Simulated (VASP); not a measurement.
# MgO (I4/mmm) in VASP: a series of runs

The runs below take MgO through single point, with r2SCAN.

Program: VASP 6.6.1. These are calculated values, not measurements. Logs are shortened: lines on timing, memory, paths and dates and some standing lists are left out, and cuts for length are marked.

**1. The cell of the first run**

Symmetry: I4/mmm, No. 139, tetragonal system. The conventional cell has a = 3.020 Å, b = 3.020 Å, c = 4.142 Å, α = 90.00°, β = 90.00°, γ = 90.00°. Within 2.7 Å of Mg (site symmetry 4/mmm) lie 6 O at 2.07 to 2.14 Å. Within 2.7 Å of O (site symmetry 4/mmm) lie 6 Mg at 2.07 to 2.14 Å.

**2. Single point, r2SCAN (strain -0.0300 x Voigt [1, 0, 0, 0, 0, 0])**

The input, POSCAR:

```
MgO
1.0
    0.0000000000      2.1351500000      2.1351500000
    2.0710955000      0.0000000000      2.1351500000
    2.0710955000      2.1351500000      0.0000000000
Mg O
1 1
Direct
    0.0000000000      0.0000000000      0.0000000000
    0.5000000000      0.5000000000      0.5000000000
```

The input, INCAR.step1:

```
SYSTEM = MgO
PREC = Accurate ; ENCUT = 520
ISMEAR = 0 ; SIGMA = 0.05
LREAL = .FALSE. ; LASPH = .TRUE.
NELM = 60 ; NBANDS = 11
GGA = PE ; ALGO = Normal
EDIFF = 1E-4 ; LWAVE = .TRUE.
LCHARG = .FALSE.
```

The input, INCAR.step2:

```
SYSTEM = MgO
PREC = Accurate ; ENCUT = 520
EDIFF = 1E-7 ; ISMEAR = 0
SIGMA = 0.05 ; LREAL = .FALSE.
LASPH = .TRUE. ; NELM = 60
ALGO = Normal ; ISIF = 2
LWAVE = .FALSE. ; LCHARG = .FALSE.
METAGGA = R2SCAN ; LMIXTAU = .TRUE.
NBANDS = 11 ; ISTART = 1
```

The input, KPOINTS:

```
Automatic mesh
0
G
  10 10 10
  0 0 0
```

Potentials or basis: VASP PAW PBE potentials, release 64 (Mg, O).

Started as:

```bash
cat potpaw_PBE.64/Mg/POTCAR potpaw_PBE.64/O/POTCAR > POTCAR
cp INCAR.step1 INCAR
mpirun -np 1 vasp_std > vasp.out
cp INCAR.step2 INCAR
mpirun -np 1 vasp_std > vasp.out
```

OUTCAR:

```text
SYSTEM = MgO
   PREC = Accurate
   ENCUT = 520
   EDIFF = 1E-7
   ISMEAR = 0
   LREAL = .FALSE.
   LASPH = .TRUE.
   NELM = 60
   ISIF = 2
   METAGGA = R2SCAN
   ISTART = 1

 ion  position               nearest neighbor table
   1  0.000  0.000  0.000-   2 2.07   2 2.07   2 2.14   2 2.14   2 2.14   2 2.14
   2  0.500  0.500  0.500-   1 2.07   1 2.07   1 2.14   1 2.14   1 2.14   1 2.14

  LATTYP: Found a body centered tetragonal cell.
 ALAT       =     3.0195580877
 C/A-ratio  =     1.3717871555

  Lattice vectors:

 A1 = (  -2.0710955000,   0.0000000000,  -2.1351500000)
 A2 = (  -2.0710955000,   0.0000000000,   2.1351500000)
 A3 = (   2.0710955000,   2.1351500000,   0.0000000000)

Analysis of symmetry for initial positions (statically):
=====================================================================
 Subroutine PRICEL returns:
 Original cell was already a primitive cell.

 Routine SETGRP: Setting up the symmetry group for a
 body centered tetragonal supercell.

 Subroutine GETGRP returns: Found 16 space group operations
 (whereof 16 operations were pure point group operations)
 out of a pool of 16 trial point group operations.

The static configuration has the point symmetry D_4h.

Analysis of symmetry for dynamics (positions and initial velocities):
=====================================================================
 Subroutine PRICEL returns:
 Original cell was already a primitive cell.

 Routine SETGRP: Setting up the symmetry group for a
 body centered tetragonal supercell.

 Subroutine GETGRP returns: Found 16 space group operations
 (whereof 16 operations were pure point group operations)
 out of a pool of 16 trial point group operations.

The dynamic configuration has the point symmetry D_4h.

 Subroutine INISYM returns: Found 16 space group operations
 (whereof 16 operations are pure point group operations),
 and found     1 'primitive' translations

----------------------------------------------------------------------------------------

                                     Primitive cell

  volume of cell :      18.8837

  direct lattice vectors                    reciprocal lattice vectors
     0.000000000  2.135150000  2.135150000    -0.241418129  0.234175585  0.234175585
     2.071095500  0.000000000  2.135150000     0.241418129 -0.234175585  0.234175585
     2.071095500  2.135150000  0.000000000     0.241418129  0.234175585 -0.234175585

  length of vectors
     3.019558088  2.974609570  2.974609570     0.409828161  0.409828161  0.409828161

  position of ions in fractional coordinates (direct lattice)
[... 88 lines left out ...]
   TEBEG  =    0.0;   TEEND  =   0.0 temperature during run
   PSTRESS=    0.0 pullay stress
   NELECT =       8.0000    total number of electrons
   NUPDOWN=      -1.0000    fix difference up-down
   EMIN   =  10.00;   EMAX   =-10.00  energy-range for DOS
   EFERMI =   0.00;   METHOD = LEGACY
   ISMEAR =     0;   SIGMA  =   0.05  broadening in eV -4-tet -1-fermi 0-gaus
   EFERMI_NEDOS =   21; number of points for ismear=-14 and -15
   IALGO  =     38    algorithm
   IMIX   =      4    mixing-type and parameters
     AMIX     =   0.40;   BMIX     =  1.00
     AMIX_MAG =   1.60;   BMIX_MAG =  1.00
  volume/ion in A,a.u.               =       9.44        63.72
  Fermi-wavevector in a.u.,A,eV,Ry     =   1.229540  2.323493 20.568848  1.511768
  Thomas-Fermi vector in A             =   2.364423
   LORBIT       =      0    0 simple, 1 ext, 2 COOP (PROOUT), +10 PAW based schemes
   METAGGA = R2SCAN    functional components
   LHFCALC =     F    Hartree Fock is set to
   AEXX    =    0.0000 exact exchange contribution
   IVDW    =     0    specifies the selected vdW correction
   LEPSILON=     F    determine dielectric tensor
   LRPA    =     F    only Hartree local field effects (RPA)
 non-spin polarized calculation
 Gauss-broadening in eV      SIGMA  =   0.05
  energy-cutoff  :      520.00
  volume of cell :       18.88
 maximum number of plane-waves:       531
   NGX = 11   NGY = 11   NGZ = 11

 number of electron       8.0000004 magnetization

 Free energy of the ion-electron system (eV)
  ---------------------------------------------------
  ext. energy  EPLUGINS =         0.00000000
  ---------------------------------------------------
  free energy    TOTEN  =       -16.14945176 eV

  energy without entropy =      -16.14945176  energy(sigma->0) =      -16.14945176

 E-fermi :   3.0266     XC(G=0): -11.5383

 val. band max:        2.7193566010   @ k =   0.0000   0.0000   0.0000
 cond. band min:       8.1854405699   @ k =   0.0000   0.0000   0.0000
 fundamental gap:      5.4660839688
 Fermi energy:         3.0265791002

 k-point     1 :       0.0000    0.0000    0.0000
  band No.  band energies     occupation
      1     -15.4515      2.00000
      2       2.6464      2.00000
      3       2.7194      2.00000
      4       2.7194      2.00000
      5       8.1854      0.00000
      6      19.3708      0.00000
      7      19.3708      0.00000
      8      19.6915      0.00000
      9      23.5936      0.00000
     10      24.8295      0.00000
     11      25.8713      0.00000
[... 309 lines left out ...]
 k-point    24 :       0.4000    0.3000    0.0000
  band No.  band energies     occupation
      1     -14.2923      2.00000
      2      -0.8535      2.00000
      3       1.3922      2.00000
      4       1.6624      2.00000
      5      13.1819      0.00000
      6      13.8817      0.00000
      7      17.2095      0.00000
      8      22.0036      0.00000
      9      22.4705      0.00000
     10      28.9275      0.00000
     11      30.8253      0.00000

 [... further k-points ...]

------------------------ aborting loop because EDIFF is reached ----------------------------------------

  FORCE on cell =-STRESS in cart. coord.  units (eV):
  Direction    XX          YY          ZZ          XY          YZ          ZX
  --------------------------------------------------------------------------------------
  -------------------------------------------------------------------------------------
  Total        0.0932801     -0.6534428     -0.6534428      0.0000000      0.0000000      0.0000000
  in kB        7.9143018    -55.4410232    -55.4410232      0.0000000      0.0000000      0.0000000
  external PRESSURE =     -34.3225816 kB  Pullay stress =       0.0000000 kB

 VOLUME and BASIS-vectors are now :
 -----------------------------------------------------------------------------
  energy-cutoff  :      520.00
  volume of cell :       18.88
      direct lattice vectors                 reciprocal lattice vectors
     0.000000000  2.135150000  2.135150000    -0.241418129  0.234175585  0.234175585
     2.071095500  0.000000000  2.135150000     0.241418129 -0.234175585  0.234175585
     2.071095500  2.135150000  0.000000000     0.241418129  0.234175585 -0.234175585

 POSITION                                       TOTAL-FORCE (eV/Angst)
 -----------------------------------------------------------------------------------
      0.00000      0.00000      0.00000         0.000000     -0.000000     -0.000000
      2.07110      2.13515      2.13515        -0.000000      0.000000      0.000000
 -----------------------------------------------------------------------------------
    total drift:                               -0.000000     -0.000000      0.000000

  FREE ENERGIE OF THE ION-ELECTRON SYSTEM (eV)
  ---------------------------------------------------
  free  energy   TOTEN  =       -16.1494517608 eV

  energy  without entropy=      -16.1494517608  energy(sigma->0) =      -16.14945176
```

OSZICAR.step1:

```text
N       E                     dE             d eps       ncg     rms          rms(c)
DAV:   1     0.134382206664E+02    0.13438E+02   -0.45795E+03  2564   0.640E+02
DAV:   2    -0.128852894851E+02   -0.26324E+02   -0.25584E+02  2637   0.134E+02
DAV:   3    -0.134646995872E+02   -0.57941E+00   -0.57890E+00  2708   0.172E+01
DAV:   4    -0.134661208306E+02   -0.14212E-02   -0.14212E-02  2478   0.972E-01
DAV:   5    -0.134661253776E+02   -0.45469E-05   -0.45470E-05  2585   0.539E-02    0.722E+00
DAV:   6    -0.119192086407E+02    0.15469E+01   -0.88649E+00  2343   0.163E+01    0.223E+00
DAV:   7    -0.119078804768E+02    0.11328E-01   -0.65019E-02  2478   0.215E+00    0.135E+00
DAV:   8    -0.119025894594E+02    0.52910E-02   -0.29110E-02  2361   0.191E+00    0.251E-01
DAV:   9    -0.119021415044E+02    0.44796E-03   -0.72136E-04  2565   0.185E-01    0.137E-01
DAV:  10    -0.119021206236E+02    0.20881E-04   -0.57339E-04  2391   0.174E-01
   1 F= -.11902121E+02 E0= -.11902121E+02  d E =-.481852E-18
```

It took 89 s on 1 thread of Intel Xeon 8259CL, shared host; peak memory 0.16 GiB.

What came out:

| Item | Value |
| --- | --- |
| Free energy | -16.1495 eV |
| Pressure | -3.4 GPa |
| Band gap on the k mesh | 5.47 eV |

Levels at points of the mesh, in eV from the valence-band top:
| k point | band 1 | band 2 | band 3 | band 4 | band 5 | band 6 | band 7 | band 8 |
| --- | --- | --- | --- | --- | --- | --- | --- | --- |
| (0.00, 0.00, 0.00) | -18.17 | -0.07 | 0.00 | 0.00 | 5.47 | 16.65 | 16.65 | 16.97 |
| (0.50, 0.00, 0.00) | -16.95 | -4.59 | -0.72 | -0.66 | 8.70 | 13.65 | 16.94 | 17.67 |
| (0.50, 0.50, 0.00) | -16.73 | -4.11 | -1.43 | -1.24 | 10.11 | 10.93 | 14.01 | 20.00 |
| (0.00, 0.50, 0.50) | -16.65 | -4.01 | -1.47 | -1.47 | 9.78 | 10.90 | 14.42 | 19.94 |

Caveat: the cell differs from its parent crystal (strain -0.0300 x Voigt [1, 0, 0, 0, 0, 0]); the cell stands under tension; the PAW data sets were made with another functional, which shifts forces and pressure a little.

**3. Single point, r2SCAN (strain -0.0150 x Voigt [1, 0, 0, 0, 0, 0])**

The input, POSCAR:

```
MgO
1.0
    0.0000000000      2.1351500000      2.1351500000
    2.1031227500      0.0000000000      2.1351500000
    2.1031227500      2.1351500000      0.0000000000
Mg O
1 1
Direct
    0.0000000000      0.0000000000      0.0000000000
    0.5000000000      0.5000000000      0.5000000000
```

The input, INCAR.step1:

```
PREC     = Accurate       # precision mode
ENCUT    = 520            # plane-wave cutoff, eV
ISMEAR   = 0              # smearing method
SIGMA    = 0.05           # smearing width, eV
LREAL    = F              # projectors in reciprocal space
LASPH    = T              # aspherical terms in the spheres
NELM     = 100            # most SCF steps
NBANDS   = 11             # bands
GGA      = PE             # functional
ALGO     = Normal         # electronic algorithm
EDIFF    = 1E-4           # SCF threshold, eV
LWAVE    = T              # write WAVECAR
LCHARG   = F              # write CHGCAR
```

The input, INCAR.step2:

```
PREC     = Accurate       # precision mode
ENCUT    = 520            # plane-wave cutoff, eV
EDIFF    = 1E-6           # SCF threshold, eV
ISMEAR   = 0              # smearing method
SIGMA    = 0.05           # smearing width, eV
LREAL    = F              # projectors in reciprocal space
LASPH    = T              # aspherical terms in the spheres
NELM     = 100            # most SCF steps
ALGO     = Normal         # electronic algorithm
ISIF     = 2              # what is computed and relaxed
LWAVE    = F              # write WAVECAR
LCHARG   = T              # write CHGCAR
METAGGA  = R2SCAN         # meta-GGA
LMIXTAU  = T            
LELF     = T              # ELF
LVHAR    = T            
NBANDS   = 11             # bands
ISTART   = 1
```

The input, KPOINTS:

```
Automatic mesh
0
Gamma
  10 10 10
```

Potentials or basis: VASP PAW PBE potentials, release 64 (Mg, O).

Started as:

```bash
cat potpaw_PBE.64/Mg/POTCAR potpaw_PBE.64/O/POTCAR > POTCAR
cp INCAR.step1 INCAR
mpirun -np 1 vasp_std > vasp.out
cp INCAR.step2 INCAR
mpirun -np 1 vasp_std > vasp.out
```

OUTCAR:

```text
PREC = Accurate
   ENCUT = 520
   EDIFF = 1E-6
   ISMEAR = 0
   LREAL = F
   LASPH = T
   NELM = 100
   ISIF = 2
   METAGGA = R2SCAN
   ISTART = 1

 ion  position               nearest neighbor table
   1  0.000  0.000  0.000-   2 2.10   2 2.10   2 2.14   2 2.14   2 2.14   2 2.14
   2  0.500  0.500  0.500-   1 2.10   1 2.10   1 2.14   1 2.14   1 2.14   1 2.14

  LATTYP: Found a body centered tetragonal cell.
 ALAT       =     3.0195580877
 C/A-ratio  =     1.3930003589

  Lattice vectors:

 A1 = (  -2.1031227500,   0.0000000000,  -2.1351500000)
 A2 = (  -2.1031227500,   0.0000000000,   2.1351500000)
 A3 = (   2.1031227500,   2.1351500000,   0.0000000000)

Analysis of symmetry for initial positions (statically):
=====================================================================
 Subroutine PRICEL returns:
 Original cell was already a primitive cell.

 Routine SETGRP: Setting up the symmetry group for a
 body centered tetragonal supercell.

 Subroutine GETGRP returns: Found 16 space group operations
 (whereof 16 operations were pure point group operations)
[... 172 lines left out ...]
  band No.  band energies     occupation
      1     -15.4830      2.00000
      2       2.5629      2.00000
      3       2.5987      2.00000
      4       2.5987      2.00000
      5       7.9299      0.00000
      6      19.2162      0.00000
      7      19.2162      0.00000
      8      19.3741      0.00000
      9      23.3404      0.00000
     10      24.8267      0.00000
     11      25.3336      0.00000
[... 309 lines left out ...]
 k-point    24 :       0.4000    0.3000    0.0000
  band No.  band energies     occupation
      1     -14.3460      2.00000
      2      -0.9074      2.00000
      3       1.3102      2.00000
      4       1.5365      2.00000
      5      12.9125      0.00000
      6      13.6703      0.00000
      7      17.0003      0.00000
      8      21.7177      0.00000
      9      22.0113      0.00000
     10      28.5908      0.00000
     11      30.4497      0.00000

 [... further k-points ...]

------------------------ aborting loop because EDIFF is reached ----------------------------------------

  FORCE on cell =-STRESS in cart. coord.  units (eV):
  Direction    XX          YY          ZZ          XY          YZ          ZX
  --------------------------------------------------------------------------------------
  -------------------------------------------------------------------------------------
  Total       -0.4950387     -0.8264419     -0.8264419     -0.0000000      0.0000000      0.0000000
  in kB      -41.3616998    -69.0512416    -69.0512416     -0.0000000      0.0000000      0.0000000
  external PRESSURE =     -59.8213944 kB  Pullay stress =       0.0000000 kB

 VOLUME and BASIS-vectors are now :
 -----------------------------------------------------------------------------
  energy-cutoff  :      520.00
  volume of cell :       19.18
      direct lattice vectors                 reciprocal lattice vectors
     0.000000000  2.135150000  2.135150000    -0.237741711  0.234175585  0.234175585
     2.103122750  0.000000000  2.135150000     0.237741711 -0.234175585  0.234175585
     2.103122750  2.135150000  0.000000000     0.237741711  0.234175585 -0.234175585

 POSITION                                       TOTAL-FORCE (eV/Angst)
 -----------------------------------------------------------------------------------
      0.00000      0.00000      0.00000        -0.000000      0.000000     -0.000000
      2.10312      2.13515      2.13515         0.000000     -0.000000      0.000000
 -----------------------------------------------------------------------------------
    total drift:                               -0.000000     -0.000000      0.000000

  FREE ENERGIE OF THE ION-ELECTRON SYSTEM (eV)
  ---------------------------------------------------
  free  energy   TOTEN  =       -16.1466579566 eV

  energy  without entropy=      -16.1466579566  energy(sigma->0) =      -16.14665796
```

OUTCAR.step1:

```text
PREC = Accurate
   ENCUT = 520
   ISMEAR = 0
   LREAL = F
   LASPH = T
[... 557 lines left out ...]
 -----------------------------------------------------------------------------------
      0.00000      0.00000      0.00000         0.000000     -0.000000     -0.000000
      2.10312      2.13515      2.13515        -0.000000      0.000000      0.000000
 -----------------------------------------------------------------------------------
    total drift:                               -0.000000     -0.000000      0.000000

  FREE ENERGIE OF THE ION-ELECTRON SYSTEM (eV)
  ---------------------------------------------------
  free  energy   TOTEN  =       -11.9101161662 eV

  energy  without entropy=      -11.9101161662  energy(sigma->0) =      -11.91011617
```

OSZICAR.step1:

```text
N       E                     dE             d eps       ncg     rms          rms(c)
DAV:   1     0.129286609080E+02    0.12929E+02   -0.45661E+03  2580   0.642E+02
DAV:   2    -0.129364815405E+02   -0.25865E+02   -0.25286E+02  2574   0.133E+02
DAV:   3    -0.134670547503E+02   -0.53057E+00   -0.53020E+00  2728   0.166E+01
DAV:   4    -0.134683502591E+02   -0.12955E-02   -0.12955E-02  2469   0.927E-01
DAV:   5    -0.134683546033E+02   -0.43442E-05   -0.43441E-05  2542   0.528E-02    0.720E+00
DAV:   6    -0.119289517397E+02    0.15394E+01   -0.89663E+00  2334   0.163E+01    0.226E+00
DAV:   7    -0.119160919501E+02    0.12860E-01   -0.62608E-02  2481   0.217E+00    0.135E+00
DAV:   8    -0.119105717814E+02    0.55202E-02   -0.29935E-02  2358   0.193E+00    0.252E-01
DAV:   9    -0.119101395007E+02    0.43228E-03   -0.65906E-04  2565   0.179E-01    0.140E-01
DAV:  10    -0.119101161662E+02    0.23334E-04   -0.55198E-04  2370   0.173E-01
   1 F= -.11910116E+02 E0= -.11910116E+02  d E =-.480149E-24
```

It took 80 s on 1 thread of Intel Xeon 8259CL, shared host; peak memory 0.16 GiB.

Results:

| Quantity | Value |
| --- | --- |
| Free energy | -16.1467 eV |
| Pressure | -6.0 GPa |
| Band gap on the k mesh | 5.33 eV |

Stress tensor (GPa, compression positive):
```
-4.14  0.00  0.00
 0.00 -6.91  0.00
 0.00  0.00 -6.91
```

Levels at points of the mesh, in eV from the valence-band top:
| k point | band 1 | band 2 | band 3 | band 4 | band 5 | band 6 | band 7 | band 8 |
| --- | --- | --- | --- | --- | --- | --- | --- | --- |
| (0.00, 0.00, 0.00) | -18.08 | -0.04 | 0.00 | 0.00 | 5.33 | 16.62 | 16.62 | 16.78 |
| (0.50, 0.00, 0.00) | -16.90 | -4.51 | -0.67 | -0.64 | 8.61 | 13.48 | 16.96 | 17.31 |
| (0.50, 0.50, 0.00) | -16.67 | -4.02 | -1.38 | -1.28 | 10.04 | 10.76 | 13.92 | 19.86 |
| (0.00, 0.50, 0.50) | -16.63 | -3.97 | -1.39 | -1.39 | 9.88 | 10.75 | 14.12 | 19.83 |

Caveat: the cell differs from its parent crystal (strain -0.0150 x Voigt [1, 0, 0, 0, 0, 0]); the cell stands under tension; the PAW data sets were made with another functional, which shifts forces and pressure a little.

(Part 1 of 2 ends here.)
